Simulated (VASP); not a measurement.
# Ir (Fd-3m) in VASP: a series of runs, part 2 of 2

VASP 6.6.1. The steps go on from the part before.

## (5) Single point, PBE (volume scaled by 0.96)

INCAR reads:

```
SYSTEM = Ir
ALGO     = Normal         ! electronic algorithm
EDIFF    = 1E-6           ! SCF threshold, eV
ENCUT    = 520            ! plane-wave cutoff, eV
GGA      = PE             ! functional
ISIF     = 2              ! what is computed and relaxed
ISMEAR   = -1             ! smearing method
LASPH    = .True.         ! aspherical terms in the spheres
LCHARG   = .False.        ! write CHGCAR
LREAL    = .False.        ! projectors in reciprocal space
LWAVE    = .False.        ! write WAVECAR
NBANDS   = 16             ! bands
NELM     = 100            ! most SCF steps
PREC     = Accurate       ! precision mode
SIGMA    = 0.1            ! smearing width, eV
```

KPOINTS reads:

```
k-points
0
Gamma
  11 11 11
  0 0 0
```

POSCAR reads:

```
Ir
1.0
    0.0000000000      2.7474356423      2.7474356423
    2.7474356423      0.0000000000      2.7474356423
    2.7474356423      2.7474356423      0.0000000000
Ir
2
Direct
    0.1250000000      0.1250000000      0.1250000000
    0.8750000000      0.8750000000      0.8750000000
```

Potentials or basis: VASP PAW PBE potentials, release 64 (Ir).

Started as:

```console
cat potpaw_PBE.64/Ir/POTCAR > POTCAR
mpirun -np 1 vasp_std > vasp.out
```

OUTCAR:

```text
SYSTEM = Ir
   EDIFF = 1E-6
   ENCUT = 520
   GGA = PE
   ISIF = 2
   ISMEAR = -1
   LASPH = .True.
   LREAL = .False.
   NELM = 100
   PREC = Accurate

 ion  position               nearest neighbor table
   1  0.125  0.125  0.125-   2 2.38   2 2.38   2 2.38   2 2.38
   2  0.875  0.875  0.875-   1 2.38   1 2.38   1 2.38   1 2.38

  LATTYP: Found a face centered cubic cell.
 ALAT       =     5.4948712846

  Lattice vectors:

 A1 = (   0.0000000000,   2.7474356423,   2.7474356423)
 A2 = (   2.7474356423,   0.0000000000,   2.7474356423)
 A3 = (   2.7474356423,   2.7474356423,   0.0000000000)

Analysis of symmetry for initial positions (statically):
=====================================================================
 Subroutine PRICEL returns:
 Original cell was already a primitive cell.

 Routine SETGRP: Setting up the symmetry group for a
 face centered cubic supercell.

 Subroutine GETGRP returns: Found 48 space group operations
 (whereof 12 operations were pure point group operations)
 out of a pool of 48 trial point group operations.

The static configuration has the point symmetry D_3d.
 The point group associated with its full space group is O_h .

Analysis of symmetry for dynamics (positions and initial velocities):
[... 156 lines left out ...]
  free energy    TOTEN  =       -15.70320647 eV

  energy without entropy =      -15.63820628  energy(sigma->0) =      -15.67070637

 E-fermi :   5.6551     XC(G=0): -11.3748

 val. band max:        5.6379842503   @ k =   0.3636   0.1818   0.0909
 cond. band min:       5.6938875456   @ k =  -0.1818   0.1818   0.0000
 fundamental gap:      0.0559032952
 Fermi energy:         5.6551229407

 k-point     1 :       0.0000    0.0000    0.0000
  band No.  band energies     occupation
      1      -2.5967      2.00000
      2       0.3522      2.00000
      3       0.3522      2.00000
      4       0.8052      2.00000
      5       0.8052      2.00000
      6       0.8052      2.00000
[... 433 lines left out ...]
      3       0.4834      2.00000
      4       0.4941      2.00000
      5       0.9929      2.00000
      6       1.8126      2.00000
[... 8 lines left out ...]
     15      16.2855      0.00000
     16      18.3754      0.00000

 [... further k-points ...]
[... 5 lines left out ...]
  --------------------------------------------------------------------------------------
  -------------------------------------------------------------------------------------
  Total        1.9761584      1.9761584      1.9761584      0.0000000      0.0000000      0.0000000
  in kB       76.3343046     76.3343046     76.3343046      0.0000000      0.0000000      0.0000000
  external PRESSURE =      76.3343046 kB  Pullay stress =       0.0000000 kB

 VOLUME and BASIS-vectors are now :
 -----------------------------------------------------------------------------
  energy-cutoff  :      520.00
  volume of cell :       41.48
      direct lattice vectors                 reciprocal lattice vectors
     0.000000000  2.747435642  2.747435642    -0.181987884  0.181987884  0.181987884
     2.747435642  0.000000000  2.747435642     0.181987884 -0.181987884  0.181987884
     2.747435642  2.747435642  0.000000000     0.181987884  0.181987884 -0.181987884

 POSITION                                       TOTAL-FORCE (eV/Angst)
 -----------------------------------------------------------------------------------
      0.68686      0.68686      0.68686         0.000000      0.000000      0.000000
      4.80801      4.80801      4.80801        -0.000000     -0.000000     -0.000000
 -----------------------------------------------------------------------------------
    total drift:                               -0.000000      0.000000      0.000000

  FREE ENERGIE OF THE ION-ELECTRON SYSTEM (eV)
  ---------------------------------------------------
  free  energy   TOTEN  =       -15.7032064722 eV

  energy  without entropy=      -15.6382062757  energy(sigma->0) =      -15.67070637
```

OSZICAR:

```text
N       E                     dE             d eps       ncg     rms          rms(c)
DAV:   1     0.132341063922E+03    0.13234E+03   -0.80181E+03  1792   0.106E+03
DAV:   2    -0.123273992599E+02   -0.14467E+03   -0.12669E+03  1800   0.281E+02
DAV:   3    -0.165820254047E+02   -0.42546E+01   -0.41994E+01  2376   0.568E+01
DAV:   4    -0.166244467015E+02   -0.42421E-01   -0.42413E-01  2024   0.526E+00
DAV:   5    -0.166255765637E+02   -0.11299E-02   -0.11298E-02  2416   0.876E-01    0.156E+01
DAV:   6    -0.158315409762E+02    0.79404E+00   -0.13866E+00  2400   0.134E+01    0.633E+00
DAV:   7    -0.157198637106E+02    0.11168E+00   -0.20178E-01  2528   0.453E+00    0.214E+00
DAV:   8    -0.157034153094E+02    0.16448E-01   -0.20303E-02  2024   0.118E+00    0.294E-01
DAV:   9    -0.157031653858E+02    0.24992E-03   -0.68811E-04  2168   0.211E-01    0.379E-02
DAV:  10    -0.157032073311E+02   -0.41945E-04   -0.42791E-05  2288   0.499E-02    0.520E-03
DAV:  11    -0.157032064722E+02    0.85894E-06   -0.27318E-06  2240   0.169E-02
   1 F= -.15703206E+02 E0= -.15670706E+02  d E =-.650002E-01
```

stdout:

```text
POSCAR found type information on POSCAR Ir
 POSCAR found :  1 types and       2 ions
 scaLAPACK will be used
 LDA part: xc-table for (Slater+PW92), standard interpolation
 POSCAR, INCAR and KPOINTS ok, starting setup
 FFT: planning ... GRIDC
 FFT: planning ... GRID_SOFT
 FFT: planning ... GRID
 WAVECAR not read
 entering main loop
```

Run time: 16 s. Hardware: 1 thread of Intel Xeon 6975P-C (Granite Rapids), shared host; peak memory 0.18 GiB.

Results:

| Quantity | Value |
| --- | --- |
| Free energy | -15.7032 eV |
| Pressure | 7.6 GPa |
| Band gap on the k mesh | zero (band 9 reaches 6.69 eV, above the bottom of band 10 at 5.17 eV) |

Levels at points of the mesh, in eV from the Fermi level:
| k point | band 5 | band 6 | band 7 | band 8 | band 9 | band 10 | band 11 | band 12 | band 13 | band 14 |
| --- | --- | --- | --- | --- | --- | --- | --- | --- | --- | --- |
| (0.00, 0.00, 0.00) | -4.85 | -4.85 | -1.82 | -1.82 | -1.82 | 0.87 | 0.87 | 11.03 | 11.10 | 12.62 |

Caveat: spin-orbit coupling is left out, which moves the levels of the heavy elements.

## (6) Single point, PBE

INCAR reads:

```
  ALGO = Normal
  EDIFF = 1E-7
  ENCUT = 520
  GGA = PE
  ISIF = 2
  ISMEAR = -1
  LASPH = T
  LCHARG = T
  LELF = T
  LREAL = F
  LVHAR = T
  LWAVE = F
  NBANDS = 16
  NELM = 60
  PREC = Accurate
  SIGMA = 0.1
```

KPOINTS reads:

```
k-points
0
Gamma
  11 11 11
```

POSCAR reads:

```
Ir
1.0
    0.0000000000      2.7850764244      2.7850764244
    2.7850764244      0.0000000000      2.7850764244
    2.7850764244      2.7850764244      0.0000000000
Ir
2
Direct
    0.1250000000      0.1250000000      0.1250000000
    0.8750000000      0.8750000000      0.8750000000
```

Potentials or basis: VASP PAW PBE potentials, release 64 (Ir).

Started as:

```console
cat potpaw_PBE.64/Ir/POTCAR > POTCAR
mpirun -np 1 vasp_std > vasp.out
```

It took 20 s on 1 thread of Intel Xeon 6975P-C (Granite Rapids), shared host; peak memory 0.19 GiB.

The run converged. Its results:

```yaml
Free_energy: -15.7407 eV
Pressure: -0.4 GPa
Band_gap_on_the_k_mesh: zero (band 9 reaches 6.12 eV, above the bottom of band 10 at 4.69 eV)
```

Levels at points of the mesh, in eV from the Fermi level:
| k point | band 7 | band 8 | band 9 | band 10 | band 11 | band 12 |
| --- | --- | --- | --- | --- | --- | --- |
| (0.00, 0.00, 0.00) | -1.72 | -1.72 | -1.72 | 0.78 | 0.78 | 10.86 |

Caveat: spin-orbit coupling is left out, which moves the levels of the heavy elements.

## (7) Summary

```tsv
cell	k mesh	gap on the mesh (eV)	pressure (GPa)
a = 3.939 Å, angles 60.0°, 2 atoms	10 × 10 × 10	none	-0.3
a = 3.774 Å, angles 60.0°, 2 atoms	11 × 11 × 11	none	30.7
a = 3.831 Å, angles 60.0°, 2 atoms	11 × 11 × 11	none	17.9
a = 3.885 Å, angles 60.0°, 2 atoms	11 × 11 × 11	none	7.6
a = 3.939 Å, angles 60.0°, 2 atoms	11 × 11 × 11	none	-0.4
```

Alike in all rows: task single point; level PBE; potentials or basis VASP PAW PBE potentials, release 64 (Ir); no spin polarisation; cutoff (eV) 520; smearing fermi-dirac 0.1 eV.

Caveats: spin-orbit coupling is left out, which moves the levels of the heavy elements.

Total energies depend on the potentials used, so only differences within one code and one set of settings carry meaning.
